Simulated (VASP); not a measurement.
# CdHgS2 (P-4m2) in VASP: single point with r2SCAN

Aim: the single point of CdHgS2 with r2SCAN.

All numbers are computed with VASP 6.6.1; they aren't measurements. Logs are shortened: lines on timing, memory, paths and dates and some standing lists are left out, and cuts for length are marked.

## Step 1: The cell of the first run

The structure is tetragonal, space group P-4m2 (No. 115). Conventional cell: a = 4.219 Å, b = 4.219 Å, c = 5.940 Å, α = 90.00°, β = 90.00°, γ = 90.00°. Within 3.4 Å of Cd (site symmetry -4m2) lie 4 S at 2.57 Å. Within 3.4 Å of Hg (site symmetry -4m2) lie 4 S at 2.59 Å. Within 3.4 Å of S (site symmetry 2mm) lie 2 Cd at 2.57 Å and 2 Hg at 2.59 Å.

## Step 2: Single point, r2SCAN

Input file POSCAR:

```
CdHgS2
1.0
    4.2192778294      0.0000000000      0.0000000000
    0.0000000000      4.2192778294      0.0000000000
    0.0000000000      0.0000000000      5.9403673178
Cd Hg S
1 1 2
Direct
    0.0000000000      0.0000000000      0.0000000000
    0.5000000000      0.5000000000      0.5000000000
    0.5000000000      0.0000000000      0.2465115816
    0.0000000000      0.5000000000      0.7534884184
```

Input file INCAR.step1:

```
SYSTEM = CdHgS2
PREC = Accurate
ENCUT = 520
ISMEAR = 0
SIGMA = 0.01
LREAL = .False.
LASPH = .True.
NELM = 80
NBANDS = 26
GGA = PE
ALGO = Normal
EDIFF = 1E-4
LWAVE = .True.
LCHARG = .False.
```

Input file INCAR.step2:

```
SYSTEM = CdHgS2
PREC = Accurate
ENCUT = 520
EDIFF = 1E-6
ISMEAR = 0
SIGMA = 0.01
LREAL = .False.
LASPH = .True.
NELM = 80
ALGO = Normal
ISIF = 2
LWAVE = .False.
LCHARG = .True.
METAGGA = R2SCAN
LMIXTAU = .True.
LELF = .True.
LVHAR = .True.
NBANDS = 26
ISTART = 1
```

Input file KPOINTS:

```
Automatic mesh
0
Gamma
  8 8 6
  0 0 0
```

Potentials or basis: VASP PAW PBE potentials, release 64 (Cd, Hg, S).

Run with:

```
> cat potpaw_PBE.64/Cd/POTCAR potpaw_PBE.64/Hg/POTCAR potpaw_PBE.64/S/POTCAR > POTCAR
> cp INCAR.step1 INCAR
> mpirun -np 1 vasp_std > vasp.out
> cp INCAR.step2 INCAR
> mpirun -np 1 vasp_std > vasp.out
```

OUTCAR:

```text
SYSTEM = CdHgS2
   PREC = Accurate
   ENCUT = 520
   EDIFF = 1E-6
   ISMEAR = 0
   LREAL = .False.
   LASPH = .True.
   NELM = 80
   ISIF = 2
   METAGGA = R2SCAN
   ISTART = 1

 ion  position               nearest neighbor table
   1  0.000  0.000  0.000-   3 2.57   4 2.57   4 2.57   3 2.57
   2  0.500  0.500  0.500-   3 2.59   4 2.59   3 2.59   4 2.59
   3  0.500  0.000  0.247-   1 2.57   1 2.57   2 2.59   2 2.59
   4  0.000  0.500  0.753-   1 2.57   1 2.57   2 2.59   2 2.59

  LATTYP: Found a simple tetragonal cell.
 ALAT       =     4.2192778294
 C/A-ratio  =     1.4079109170

  Lattice vectors:

 A1 = (   4.2192778294,   0.0000000000,   0.0000000000)
 A2 = (   0.0000000000,   4.2192778294,   0.0000000000)
 A3 = (   0.0000000000,   0.0000000000,   5.9403673178)

Analysis of symmetry for initial positions (statically):
=====================================================================
 Subroutine PRICEL returns:
 Original cell was already a primitive cell.

 Routine SETGRP: Setting up the symmetry group for a
 simple tetragonal supercell.

 Subroutine GETGRP returns: Found  8 space group operations
 (whereof  8 operations were pure point group operations)
 out of a pool of 16 trial point group operations.

The static configuration has the point symmetry D_2d.

Analysis of symmetry for dynamics (positions and initial velocities):
=====================================================================
 Subroutine PRICEL returns:
 Original cell was already a primitive cell.

 Routine SETGRP: Setting up the symmetry group for a
 simple tetragonal supercell.

 Subroutine GETGRP returns: Found  8 space group operations
 (whereof  8 operations were pure point group operations)
 out of a pool of 16 trial point group operations.

The dynamic configuration has the point symmetry D_2d.

 Subroutine INISYM returns: Found  8 space group operations
 (whereof  8 operations are pure point group operations),
 and found     1 'primitive' translations

----------------------------------------------------------------------------------------

                                     Primitive cell

  volume of cell :     105.7522

  direct lattice vectors                    reciprocal lattice vectors
     4.219277829  0.000000000  0.000000000     0.237007384  0.000000000  0.000000000
     0.000000000  4.219277829  0.000000000     0.000000000  0.237007384  0.000000000
     0.000000000  0.000000000  5.940367318     0.000000000  0.000000000  0.168339759

  length of vectors
     4.219277829  4.219277829  5.940367318     0.237007384  0.237007384  0.168339759

  position of ions in fractional coordinates (direct lattice)
     0.000000000  0.000000000  0.000000000
     0.500000000  0.500000000  0.500000000
     0.500000000  0.000000000  0.246511582
     0.000000000  0.500000000  0.753488418

  ion indices of the primitive-cell ions
   primitive index   ion index
                 1           1
                 2           2
                 3           3
                 4           4

----------------------------------------------------------------------------------------

 KPOINTS: Automatic mesh

Automatic generation of k-mesh.
 Grid dimensions read from file:
 generate k-points for:    8    8    6

 Generating k-lattice:

  Cartesian coordinates                     Fractional coordinates (reciprocal lattice)
     0.029625923  0.000000000  0.000000000     0.125000000  0.000000000  0.000000000
     0.000000000  0.029625923  0.000000000     0.000000000  0.125000000  0.000000000
     0.000000000  0.000000000  0.028056626     0.000000000  0.000000000  0.166666667

  Length of vectors
     0.029625923  0.029625923  0.028056626

  Shift w.r.t. Gamma in fractional coordinates (k-lattice)
     0.000000000  0.000000000  0.000000000

 Subroutine IBZKPT returns following result:
 ===========================================

 Found     60 irreducible k-points:

 Following reciprocal coordinates:
            Coordinates               Weight
  0.000000  0.000000  0.000000      1.000000
  0.125000  0.000000  0.000000      4.000000
  0.250000  0.000000  0.000000      4.000000
  0.375000  0.000000  0.000000      4.000000
  0.500000  0.000000  0.000000      2.000000
  0.125000  0.125000  0.000000      4.000000
[... 16 lines left out ...]
  0.375000  0.125000  0.166667     16.000000
  0.500000  0.125000  0.166667      8.000000
 [... further k-points ...]
   k-points           NKPTS =     60   k-points in BZ     NKDIM =     60   number of bands    NBANDS=     26
   number of dos      NEDOS =    301   number of ions     NIONS =      4
   total plane-waves  NPLWV =  49152
   dimension x,y,z NGX =    32 NGY =   32 NGZ =   48
   dimension x,y,z NGXF=    64 NGYF=   64 NGZF=   96
   ions per type =               1   1   2
   NGX,Y,Z   is equivalent  to a cutoff of  12.61, 12.61, 13.43 a.u.
   NGXF,Y,Z  is equivalent  to a cutoff of  25.22, 25.22, 26.87 a.u.
 SYSTEM =  CdHgS2
   PREC   = accura    normal or accurate (medium, high low for compatibility)
   ISTART =      1    job   : 0-new  1-cont  2-samecut
   ICHARG =      0    charge: 1-file 2-atom 10-const
   ISPIN  =      1    spin polarized calculation?
   LNONCOLLINEAR =      F non collinear calculations
   LSORBIT =      F    spin-orbit coupling
   LASPH  =      T    aspherical Exc in radial PAW
   ENCUT  =  520.0 eV  38.22 Ry    6.18 a.u.   7.85  7.85 11.05*2*pi/ulx,y,z
   NELM   =     80;   NELMIN=  2; NELMDL=  0     # of ELM steps
   EDIFF  = 0.1E-05   stopping-criterion for ELM
   LREAL  =      F    real-space projection
   EDIFFG = 0.1E-04   stopping-criterion for IOM
   NSW    =      0    number of steps for IOM
   IBRION =     -1    ionic relax: 0-MD 1-quasi-New 2-CG
   NFREE  =      0    steps in history (QN), initial steepest desc. (CG)
   ISIF   =      2    stress and relaxation
   ISYM   =      2    0-nonsym 1-usesym 2-fastsym
   POTIM  = 0.5000    time-step for ionic-motion
   TEBEG  =    0.0;   TEEND  =   0.0 temperature during run
   PSTRESS=    0.0 pullay stress
   NELECT =      36.0000    total number of electrons
   NUPDOWN=      -1.0000    fix difference up-down
   EMIN   =  10.00;   EMAX   =-10.00  energy-range for DOS
   EFERMI =   0.00;   METHOD = LEGACY
   ISMEAR =     0;   SIGMA  =   0.01  broadening in eV -4-tet -1-fermi 0-gaus
   EFERMI_NEDOS =   21; number of points for ismear=-14 and -15
   IALGO  =     38    algorithm
   IMIX   =      4    mixing-type and parameters
     AMIX     =   0.40;   BMIX     =  1.00
     AMIX_MAG =   1.60;   BMIX_MAG =  1.00
  volume/ion in A,a.u.               =      26.44       178.41
  Fermi-wavevector in a.u.,A,eV,Ry     =   1.143087  2.160121 17.778013  1.306647
  Thomas-Fermi vector in A             =   2.279783
   LORBIT       =      0    0 simple, 1 ext, 2 COOP (PROOUT), +10 PAW based schemes
   METAGGA = R2SCAN    functional components
   LHFCALC =     F    Hartree Fock is set to
   AEXX    =    0.0000 exact exchange contribution
   IVDW    =     0    specifies the selected vdW correction
   LEPSILON=     F    determine dielectric tensor
   LRPA    =     F    only Hartree local field effects (RPA)
 non-spin polarized calculation
 Gauss-broadening in eV      SIGMA  =   0.01
  energy-cutoff  :      520.00
  volume of cell :      105.75
 maximum number of plane-waves:      2880
 NGX is ok and might be reduce to    32
   NGX = 15   NGY = 15   NGZ = 23

 number of electron      36.0000012 magnetization

 Free energy of the ion-electron system (eV)
  ---------------------------------------------------
  ext. energy  EPLUGINS =         0.00000000
  ---------------------------------------------------
  free energy    TOTEN  =       -87.40598696 eV

  energy without entropy =      -87.40598696  energy(sigma->0) =      -87.40598696

 E-fermi :   0.9835     XC(G=0):  -9.5447

 val. band max:        0.9407250570   @ k =   0.0000   0.0000   0.0000
 cond. band min:       1.5035745073   @ k =   0.0000   0.0000   0.0000
 fundamental gap:      0.5628494503
 Fermi energy:         0.9834940849

 k-point     1 :       0.0000    0.0000    0.0000
  band No.  band energies     occupation
      1     -12.0316      2.00000
      2     -11.4598      2.00000
      3      -6.9949      2.00000
      4      -6.9949      2.00000
      5      -6.8376      2.00000
      6      -6.8106      2.00000
[... 18 lines left out ...]
     25      10.0912      0.00000
     26      11.8270      0.00000

 k-point     2 :       0.1250    0.0000    0.0000
  band No.  band energies     occupation
      1     -11.9898      2.00000
      2     -11.4611      2.00000
      3      -6.9903      2.00000
      4      -6.9872      2.00000
      5      -6.8140      2.00000
      6      -6.7901      2.00000
[... 18 lines left out ...]
     25       9.9120      0.00000
     26      11.1519      0.00000

 k-point     3 :       0.2500    0.0000    0.0000
  band No.  band energies     occupation
      1     -11.8786      2.00000
      2     -11.4728      2.00000
      3      -6.9787      2.00000
      4      -6.9561      2.00000
      5      -6.7711      2.00000
      6      -6.7282      2.00000
[... 18 lines left out ...]
     25       9.5636      0.00000
     26      10.1947      0.00000

 k-point     4 :       0.3750    0.0000    0.0000
  band No.  band energies     occupation
      1     -11.7364      2.00000
      2     -11.5134      2.00000
      3      -6.9666      2.00000
      4      -6.9129      2.00000
      5      -6.7245      2.00000
      6      -6.7070      2.00000
[... 18 lines left out ...]
     25       8.6928      0.00000
     26       9.4292      0.00000
[... 496 lines left out ...]
      1     -11.8176      2.00000
      2     -11.4919      2.00000
      3      -6.9739      2.00000
      4      -6.9298      2.00000
      5      -6.7486      2.00000
      6      -6.7200      2.00000
[... 18 lines left out ...]
     25       8.5955      0.00000
     26      10.1136      0.00000

 k-point    23 :       0.3750    0.1250    0.1667
  band No.  band energies     occupation
      1     -11.6933      2.00000
      2     -11.5142      2.00000
      3      -6.9592      2.00000
      4      -6.8809      2.00000
      5      -6.7360      2.00000
      6      -6.6880      2.00000
[... 18 lines left out ...]
     25       8.9118      0.00000
     26       9.8195      0.00000

 k-point    24 :       0.5000    0.1250    0.1667
  band No.  band energies     occupation
      1     -11.6023      2.00000
      2     -11.5623      2.00000
      3      -6.9536      2.00000
      4      -6.8585      2.00000
      5      -6.7460      2.00000
      6      -6.6622      2.00000
[... 18 lines left out ...]
     25       9.2671      0.00000
     26       9.3567      0.00000

 [... further k-points ...]
[... 5 lines left out ...]
  --------------------------------------------------------------------------------------
  -------------------------------------------------------------------------------------
  Total       -0.8710058     -0.8710058     -0.8670180      0.0000000      0.0000000     -0.0000000
  in kB      -13.1959936    -13.1959936    -13.1355776      0.0000000      0.0000000     -0.0000000
  external PRESSURE =     -13.1758549 kB  Pullay stress =       0.0000000 kB

 VOLUME and BASIS-vectors are now :
 -----------------------------------------------------------------------------
  energy-cutoff  :      520.00
  volume of cell :      105.75
      direct lattice vectors                 reciprocal lattice vectors
     4.219277829  0.000000000  0.000000000     0.237007384  0.000000000  0.000000000
     0.000000000  4.219277829  0.000000000     0.000000000  0.237007384  0.000000000
     0.000000000  0.000000000  5.940367318     0.000000000  0.000000000  0.168339759

 POSITION                                       TOTAL-FORCE (eV/Angst)
 -----------------------------------------------------------------------------------
      0.00000      0.00000      0.00000         0.000000     -0.000000      0.000000
      2.10964      2.10964      2.97018         0.000000      0.000000      0.000000
      2.10964      0.00000      1.46437        -0.000000     -0.000000      0.005426
      0.00000      2.10964      4.47600        -0.000000     -0.000000     -0.005426
 -----------------------------------------------------------------------------------
    total drift:                                0.000000      0.000000     -0.000000

  FREE ENERGIE OF THE ION-ELECTRON SYSTEM (eV)
  ---------------------------------------------------
  free  energy   TOTEN  =       -87.4059869634 eV

  energy  without entropy=      -87.4059869634  energy(sigma->0) =      -87.40598696
```

Run time: 6.1 min. Hardware: 1 thread of Intel Xeon Platinum 8488C (Sapphire Rapids), shared host; peak memory 0.34 GiB.

Results:

```yaml
Free_energy: -87.4060 eV
Pressure: -1.3 GPa
Largest_force: 0.005 eV/Å
Band_gap_on_the_k_mesh: 0.56 eV, direct
```

Forces on the atoms (eV/Å):
```
Cd   0.000  0.000  0.000
Hg   0.000  0.000  0.000
S    0.000  0.000  0.005
S    0.000  0.000 -0.005
```

Caveat: the PAW data sets were made with another functional, which shifts forces and pressure a little; spin-orbit coupling is left out, which moves the levels of the heavy elements.
